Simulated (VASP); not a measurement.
# HfTa3N4 (Pm-3m) in VASP: a series of runs

The runs below take HfTa3N4 through single point, relaxation of cell and atoms, with PBEsol.

All numbers are computed with VASP 6.6.1; they aren't measurements. Logs are shortened: lines on timing, memory, paths and dates and some standing lists are left out, and cuts for length are marked.

## 1. The cell of the first run

It takes space group Pm-3m (No. 221, cubic). The conventional cell has a = 4.404 Å, b = 4.404 Å, c = 4.404 Å, α = 90.00°, β = 90.00°, γ = 90.00°. Hf (site symmetry m-3m) has 6 N at 2.20 Å within 2.9 Å. Ta (site symmetry 4/mmm) has 6 N at 2.20 Å within 2.9 Å. Within 2.9 Å of N (site symmetry m-3m) lie 6 Ta at 2.20 Å. Within 2.9 Å of N (site symmetry 4/mmm) lie 2 Hf at 2.20 Å and 4 Ta at 2.20 Å.

## 2. Single point, PBEsol

INCAR reads:

```
SYSTEM = HfTa3N4
PREC = Accurate ; ENCUT = 600
EDIFF = 1E-6 ; ISMEAR = -1
SIGMA = 0.1 ; LREAL = .FALSE.
LASPH = .TRUE. ; NELM = 120
ALGO = Normal ; ISIF = 2
LWAVE = .FALSE. ; LCHARG = .FALSE.
GGA = PS ; NBANDS = 42
GGA_COMPAT = .FALSE.
```

KPOINTS reads:

```
regular mesh
0
G
  5 5 5
  0 0 0
```

POSCAR reads:

```
HfTa3N4
1.0
    4.4036617352      0.0000000000      0.0000000000
    0.0000000000      4.4036617352      0.0000000000
    0.0000000000      0.0000000000      4.4036617352
Hf Ta N
1 3 4
Direct
    0.0000000000      0.0000000000      0.0000000000
    0.0000000000      0.5000000000      0.5000000000
    0.5000000000      0.0000000000      0.5000000000
    0.5000000000      0.5000000000      0.0000000000
    0.5000000000      0.5000000000      0.5000000000
    0.0000000000      0.0000000000      0.5000000000
    0.0000000000      0.5000000000      0.0000000000
    0.5000000000      0.0000000000      0.0000000000
```

Potentials or basis: VASP PAW PBE potentials, release 64 (Hf_pv, Ta_pv, N).

On the command line:

```sh
cat potpaw_PBE.64/Hf_pv/POTCAR potpaw_PBE.64/Ta_pv/POTCAR potpaw_PBE.64/N/POTCAR > POTCAR
mpirun -np 1 vasp_std > vasp.out
```

OUTCAR:

```text
SYSTEM = HfTa3N4
   PREC = Accurate
   ENCUT = 600
   EDIFF = 1E-6
   ISMEAR = -1
   LREAL = .FALSE.
   LASPH = .TRUE.
   NELM = 120
   ISIF = 2
   GGA = PS

 ion  position               nearest neighbor table
   1  0.000  0.000  0.000-   6 2.20   7 2.20   8 2.20   6 2.20   7 2.20   8 2.20   2 3.11   3 3.11
                             2 3.11   2 3.11   4 3.11   3 3.11   2 3.11   3 3.11   4 3.11   4 3.11
   2  0.000  0.500  0.500-   5 2.20   6 2.20   7 2.20   7 2.20   6 2.20   5 2.20   1 3.11   4 3.11
                             1 3.11   1 3.11   3 3.11   3 3.11   1 3.11   3 3.11   4 3.11   4 3.11
   3  0.500  0.000  0.500-   5 2.20   6 2.20   8 2.20   8 2.20   5 2.20   6 2.20   1 3.11   4 3.11
                             1 3.11   2 3.11   4 3.11   2 3.11   4 3.11   1 3.11   2 3.11   4 3.11
   4  0.500  0.500  0.000-   5 2.20   7 2.20   8 2.20   5 2.20   8 2.20   7 2.20   2 3.11   3 3.11
                             1 3.11   1 3.11   3 3.11   2 3.11   3 3.11   1 3.11   2 3.11   3 3.11
   5  0.500  0.500  0.500-   2 2.20   3 2.20   4 2.20   4 2.20   3 2.20   2 2.20
   6  0.000  0.000  0.500-   1 2.20   2 2.20   3 2.20   1 2.20   2 2.20   3 2.20
   7  0.000  0.500  0.000-   1 2.20   2 2.20   4 2.20   2 2.20   1 2.20   4 2.20
   8  0.500  0.000  0.000-   1 2.20   3 2.20   4 2.20   3 2.20   4 2.20   1 2.20

  LATTYP: Found a simple cubic cell.
 ALAT       =     4.4036617352

  Lattice vectors:

 A1 = (   4.4036617352,   0.0000000000,   0.0000000000)
 A2 = (   0.0000000000,   4.4036617352,   0.0000000000)
 A3 = (   0.0000000000,   0.0000000000,   4.4036617352)

Analysis of symmetry for initial positions (statically):
=====================================================================
 Subroutine PRICEL returns:
 Original cell was already a primitive cell.

 Routine SETGRP: Setting up the symmetry group for a
 simple cubic supercell.

 Subroutine GETGRP returns: Found 48 space group operations
 (whereof 48 operations were pure point group operations)
 out of a pool of 48 trial point group operations.

The static configuration has the point symmetry O_h .

Analysis of symmetry for dynamics (positions and initial velocities):
=====================================================================
 Subroutine PRICEL returns:
 Original cell was already a primitive cell.

 Routine SETGRP: Setting up the symmetry group for a
 simple cubic supercell.

 Subroutine GETGRP returns: Found 48 space group operations
 (whereof 48 operations were pure point group operations)
 out of a pool of 48 trial point group operations.

The dynamic configuration has the point symmetry O_h .

 Subroutine INISYM returns: Found 48 space group operations
 (whereof 48 operations are pure point group operations),
 and found     1 'primitive' translations

----------------------------------------------------------------------------------------

                                     Primitive cell

  volume of cell :      85.3969

  direct lattice vectors                    reciprocal lattice vectors
     4.403661735  0.000000000  0.000000000     0.227083745  0.000000000  0.000000000
     0.000000000  4.403661735  0.000000000     0.000000000  0.227083745  0.000000000
     0.000000000  0.000000000  4.403661735     0.000000000  0.000000000  0.227083745

  length of vectors
     4.403661735  4.403661735  4.403661735     0.227083745  0.227083745  0.227083745

  position of ions in fractional coordinates (direct lattice)
     0.000000000  0.000000000  0.000000000
     0.000000000  0.500000000  0.500000000
     0.500000000  0.000000000  0.500000000
     0.500000000  0.500000000  0.000000000
     0.500000000  0.500000000  0.500000000
     0.000000000  0.000000000  0.500000000
     0.000000000  0.500000000  0.000000000
     0.500000000  0.000000000  0.000000000

  ion indices of the primitive-cell ions
   primitive index   ion index
                 1           1
                 2           2
                 3           3
                 4           4
                 5           5
                 6           6
                 7           7
                 8           8

----------------------------------------------------------------------------------------

 KPOINTS: regular mesh

Automatic generation of k-mesh.
 Grid dimensions read from file:
 generate k-points for:    5    5    5

 Generating k-lattice:

  Cartesian coordinates                     Fractional coordinates (reciprocal lattice)
     0.045416749  0.000000000  0.000000000     0.200000000  0.000000000  0.000000000
     0.000000000  0.045416749  0.000000000     0.000000000  0.200000000  0.000000000
     0.000000000  0.000000000  0.045416749     0.000000000  0.000000000  0.200000000

  Length of vectors
     0.045416749  0.045416749  0.045416749

  Shift w.r.t. Gamma in fractional coordinates (k-lattice)
     0.000000000  0.000000000  0.000000000

 Subroutine IBZKPT returns following result:
 ===========================================

 Found     10 irreducible k-points:

 Following reciprocal coordinates:
            Coordinates               Weight
  0.000000  0.000000  0.000000      1.000000
  0.200000  0.000000  0.000000      6.000000
  0.400000  0.000000  0.000000      6.000000
  0.200000  0.200000  0.000000     12.000000
  0.400000  0.200000  0.000000     24.000000
  0.400000  0.400000  0.000000     12.000000
  0.200000  0.200000  0.200000      8.000000
  0.400000  0.200000  0.200000     24.000000
  0.400000  0.400000  0.200000     24.000000
  0.400000  0.400000  0.400000      8.000000
   k-points           NKPTS =     10   k-points in BZ     NKDIM =     10   number of bands    NBANDS=     42
   number of dos      NEDOS =    301   number of ions     NIONS =      8
   total plane-waves  NPLWV =  46656
   dimension x,y,z NGX =    36 NGY =   36 NGZ =   36
   dimension x,y,z NGXF=    72 NGYF=   72 NGZF=   72
   ions per type =               1   3   4
   NGX,Y,Z   is equivalent  to a cutoff of  13.59, 13.59, 13.59 a.u.
   NGXF,Y,Z  is equivalent  to a cutoff of  27.18, 27.18, 27.18 a.u.
 SYSTEM =  HfTa3N4
   PREC   = accura    normal or accurate (medium, high low for compatibility)
   ISTART =      0    job   : 0-new  1-cont  2-samecut
   ICHARG =      2    charge: 1-file 2-atom 10-const
   ISPIN  =      1    spin polarized calculation?
   LNONCOLLINEAR =      F non collinear calculations
   LSORBIT =      F    spin-orbit coupling
   LASPH  =      T    aspherical Exc in radial PAW
   ENCUT  =  600.0 eV  44.10 Ry    6.64 a.u.   8.80  8.80  8.80*2*pi/ulx,y,z
   NELM   =    120;   NELMIN=  2; NELMDL= -5     # of ELM steps
   EDIFF  = 0.1E-05   stopping-criterion for ELM
   LREAL  =      F    real-space projection
   EDIFFG = 0.1E-04   stopping-criterion for IOM
   NSW    =      0    number of steps for IOM
   IBRION =     -1    ionic relax: 0-MD 1-quasi-New 2-CG
   NFREE  =      0    steps in history (QN), initial steepest desc. (CG)
   ISIF   =      2    stress and relaxation
   ISYM   =      2    0-nonsym 1-usesym 2-fastsym
   POTIM  = 0.5000    time-step for ionic-motion
   TEBEG  =    0.0;   TEEND  =   0.0 temperature during run
   PSTRESS=    0.0 pullay stress
   NELECT =      63.0000    total number of electrons
   NUPDOWN=      -1.0000    fix difference up-down
   EMIN   =  10.00;   EMAX   =-10.00  energy-range for DOS
   EFERMI =   0.00;   METHOD = LEGACY
   ISMEAR =    -1;   SIGMA  =   0.10  broadening in eV -4-tet -1-fermi 0-gaus
   EFERMI_NEDOS =   21; number of points for ismear=-14 and -15
   IALGO  =     38    algorithm
   IMIX   =      4    mixing-type and parameters
     AMIX     =   0.40;   BMIX     =  1.00
     AMIX_MAG =   1.60;   BMIX_MAG =  1.00
  volume/ion in A,a.u.               =      10.67        72.04
  Fermi-wavevector in a.u.,A,eV,Ry     =   1.479248  2.795374 29.771933  2.188175
  Thomas-Fermi vector in A             =   2.593429
   LORBIT       =      0    0 simple, 1 ext, 2 COOP (PROOUT), +10 PAW based schemes
   GGA     = PS    functional components
   LHFCALC =     F    Hartree Fock is set to
   AEXX    =    0.0000 exact exchange contribution
   IVDW    =     0    specifies the selected vdW correction
   LEPSILON=     F    determine dielectric tensor
   LRPA    =     F    only Hartree local field effects (RPA)
 non-spin polarized calculation
  energy-cutoff  :      600.00
  volume of cell :       85.40
 maximum number of plane-waves:      2897
 NGX is ok and might be reduce to    36
   NGX = 17   NGY = 17   NGZ = 17

 number of electron      63.0000012 magnetization

 Free energy of the ion-electron system (eV)
  ---------------------------------------------------
  ext. energy  EPLUGINS =         0.00000000
  ---------------------------------------------------
  free energy    TOTEN  =       -92.79388287 eV

  energy without entropy =      -92.71960948  energy(sigma->0) =      -92.75674617

 E-fermi :   8.9924     XC(G=0): -13.5011

 val. band max:        8.9499195554   @ k =   0.2000   0.2000   0.0000
 cond. band min:       9.1688389112   @ k =   0.4000   0.4000   0.0000
 fundamental gap:      0.2189193558
 Fermi energy:         8.9924081022

 k-point     1 :       0.0000    0.0000    0.0000
  band No.  band energies     occupation
      1     -27.0226      2.00000
      2     -27.0226      2.00000
      3     -27.0226      2.00000
      4     -26.6946      2.00000
      5     -26.6946      2.00000
      6     -26.6946      2.00000
[... 34 lines left out ...]
     41      12.8357      0.00000
     42      12.8357      0.00000

 k-point     2 :       0.2000    0.0000    0.0000
  band No.  band energies     occupation
      1     -26.9934      2.00000
      2     -26.9934      2.00000
      3     -26.9812      2.00000
      4     -26.7043      2.00000
      5     -26.7043      2.00000
      6     -26.7032      2.00000
[... 349 lines left out ...]
     41      13.3469      0.00000
     42      13.7535      0.00000

 k-point    10 :       0.4000    0.4000    0.4000
  band No.  band energies     occupation
      1     -27.2159      2.00000
      2     -27.0125      2.00000
      3     -27.0125      2.00000
      4     -27.0107      2.00000
      5     -26.5421      2.00000
      6     -26.5421      2.00000
[... 34 lines left out ...]
     41      14.0512      0.00000
     42      14.2574      0.00000

------------------------ aborting loop because EDIFF is reached ----------------------------------------

  FORCE on cell =-STRESS in cart. coord.  units (eV):
  Direction    XX          YY          ZZ          XY          YZ          ZX
  --------------------------------------------------------------------------------------
  -------------------------------------------------------------------------------------
  Total       -0.0443990     -0.0443990     -0.0443990     -0.0000000     -0.0000000     -0.0000000
  in kB       -0.8329948     -0.8329948     -0.8329948     -0.0000000     -0.0000000     -0.0000000
  external PRESSURE =      -0.8329948 kB  Pullay stress =       0.0000000 kB

 VOLUME and BASIS-vectors are now :
 -----------------------------------------------------------------------------
  energy-cutoff  :      600.00
  volume of cell :       85.40
      direct lattice vectors                 reciprocal lattice vectors
     4.403661735  0.000000000  0.000000000     0.227083745  0.000000000  0.000000000
     0.000000000  4.403661735  0.000000000     0.000000000  0.227083745  0.000000000
     0.000000000  0.000000000  4.403661735     0.000000000  0.000000000  0.227083745

 POSITION                                       TOTAL-FORCE (eV/Angst)
 -----------------------------------------------------------------------------------
      0.00000      0.00000      0.00000         0.000000      0.000000      0.000000
      0.00000      2.20183      2.20183         0.000000      0.000000      0.000000
      2.20183      0.00000      2.20183         0.000000      0.000000      0.000000
      2.20183      2.20183      0.00000         0.000000      0.000000      0.000000
      2.20183      2.20183      2.20183         0.000000      0.000000      0.000000
      0.00000      0.00000      2.20183         0.000000      0.000000      0.000000
      0.00000      2.20183      0.00000         0.000000      0.000000      0.000000
      2.20183      0.00000      0.00000         0.000000      0.000000      0.000000
 -----------------------------------------------------------------------------------
    total drift:                                0.000000      0.000000      0.000000

  FREE ENERGIE OF THE ION-ELECTRON SYSTEM (eV)
  ---------------------------------------------------
  free  energy   TOTEN  =       -92.7938828716 eV

  energy  without entropy=      -92.7196094773  energy(sigma->0) =      -92.75674617
```

It took 19 s on 1 thread of Intel Xeon 6975P-C (Granite Rapids), shared host; peak memory 0.22 GiB.

What came out:

```
Free energy            : -92.7939 eV
Pressure               : -0.1 GPa
Band gap on the k mesh : zero (an odd number of electrons rules out a gap without spin polarisation)
```

Caveat: the PAW data sets were made with another functional, which shifts forces and pressure a little; spin-orbit coupling is left out, which moves the levels of the heavy elements.

## 3. Relaxation of cell and atoms, PBEsol

This run uses another cell than the first one, of 10.63 Å³/atom.

INCAR reads:

```
SYSTEM = HfTa3N4
PREC     = Accurate       ! precision mode
ENCUT    = 600            ! plane-wave cutoff, eV
EDIFF    = 1E-7           ! SCF threshold, eV
ISMEAR   = -1             ! smearing method
SIGMA    = 0.1            ! smearing width, eV
LREAL    = .FALSE.        ! projectors in reciprocal space
LASPH    = .TRUE.         ! aspherical terms in the spheres
NELM     = 120            ! most SCF steps
ALGO     = Normal         ! electronic algorithm
ISIF     = 3              ! what is computed and relaxed
LWAVE    = .FALSE.        ! write WAVECAR
LCHARG   = .FALSE.        ! write CHGCAR
GGA      = PS             ! functional
IBRION   = 2              ! ionic algorithm
NSW      = 80             ! ionic steps
EDIFFG   = -0.03          ! ionic threshold
GGA_COMPAT= .FALSE.      
NELMIN   = 4
```

KPOINTS reads:

```
Automatic mesh
0
G
  5 5 5
  0 0 0
```

POSCAR: that of step 2 with these lines changed.

```diff
@@ -2,5 +2,5 @@
 1.0
-    4.4036617352      0.0000000000      0.0000000000
-    0.0000000000      4.4036617352      0.0000000000
-    0.0000000000      0.0000000000      4.4036617352
+    4.3975000000      0.0000000000      0.0000000000
+    0.0000000000      4.3975000000      0.0000000000
+    0.0000000000      0.0000000000      4.3975000000
 Hf Ta N
```

Potentials or basis: VASP PAW PBE potentials, release 64 (Hf_pv, Ta_pv, N).

On the command line:

```sh
cat potpaw_PBE.64/Hf_pv/POTCAR potpaw_PBE.64/Ta_pv/POTCAR potpaw_PBE.64/N/POTCAR > POTCAR
mpirun -np 1 vasp_std > vasp.out
```

It took 44 s on 1 thread of Intel Xeon 6975P-C (Granite Rapids), shared host; peak memory 0.23 GiB.

It converged, with:

```
Free energy                           : -92.7934 eV
Relaxed volume                        : 10.67 Å³/atom
Relaxed cell                          : a = 4.403 Å, b = 4.403 Å, c = 4.403 Å, α = 90.00°, β = 90.00°, γ = 90.00°
Space group after relaxing (to 0.1 Å) : Pm-3m (No. 221)
Energy gained by relaxing             : 0.2 meV/atom
Ionic steps                           : 3
Pressure after relaxing               : 0.0 GPa
Band gap on the k mesh                : zero (an odd number of electrons rules out a gap without spin polarisation)
```

The path:
```tsv
step	energy change (eV)	largest force (eV/Å)	pressure (GPa)	volume (Å³)
1	0.0000	0.0000	1.36	85.04
2	0.0060	0.0000	-3.03	86.16
3	-0.0014	0.0000	-0.01	85.38
```

Final structure:
```
Hf Ta N
1.0
     4.40331    0.00000    0.00000
     0.00000    4.40331    0.00000
     0.00000    0.00000    4.40331
Hf Ta N
1 3 4
Direct
  0.00000 0.00000 0.00000
  0.00000 0.50000 0.50000
  0.50000 0.00000 0.50000
  0.50000 0.50000 0.00000
  0.50000 0.50000 0.50000
  0.00000 0.00000 0.50000
  0.00000 0.50000 0.00000
  0.50000 0.00000 0.00000
```

Levels at points of the mesh, in eV from the Fermi level:
| k point | band 28 | band 29 | band 30 | band 31 | band 32 | band 33 | band 34 | band 35 | band 36 | band 37 |
| --- | --- | --- | --- | --- | --- | --- | --- | --- | --- | --- |
| (0.00, 0.00, 0.00) | -4.05 | -3.35 | -3.35 | -3.35 | -1.51 | -1.51 | -1.51 | 0.61 | 0.61 | 1.98 |

Caveat: the PAW data sets were made with another functional, which shifts forces and pressure a little; spin-orbit coupling is left out, which moves the levels of the heavy elements.

[end of part 1 of 2]
